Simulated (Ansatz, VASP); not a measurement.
# TaTe in VASP and in Ansatz

```
Ta Te
1.0
     3.42009    0.00000    0.00000
     0.00000    3.42009    0.00000
     0.00000    0.00000    3.42009
Ta Te
1 1
Direct
  0.50000 0.50000 0.50000
  0.00000 0.00000 0.00000
```

Alike in both runs: functional PBE; k mesh 8 × 8 × 8; occupations fermi-dirac, width 0.05 eV; no spin polarisation; Hubbard terms Ta d U = 6.0 eV.

|  | VASP | Ansatz |
| --- | --- | --- |
| version | VASP 6.6.1 | Ansatz 0.2.0 |
| potentials or method | VASP PAW PBE potentials, release 64 (Ta_pv, Te) | Ansatz PAW |
| plane-wave cutoff (eV) | 520 | 420 |
| valence electrons in the cell | 17 | 29 |
| task | single point | projected density of states |

```tsv
	VASP	Ansatz	Ansatz less VASP
gap on the k mesh at the Fermi level (eV)	none	none	-
pressure (GPa)	9.0	9.0	+0.05
```

The programs project onto different local orbitals, so the same U acts differently, and such runs can settle in different states. A gap of «none» marks a metal or a gap that the smearing closes. VASP's potentials hold 17 valence electrons a cell and Ansatz's 29, so a difference there can come from the potentials and not from the codes.

Neither program's run includes spin-orbit coupling.
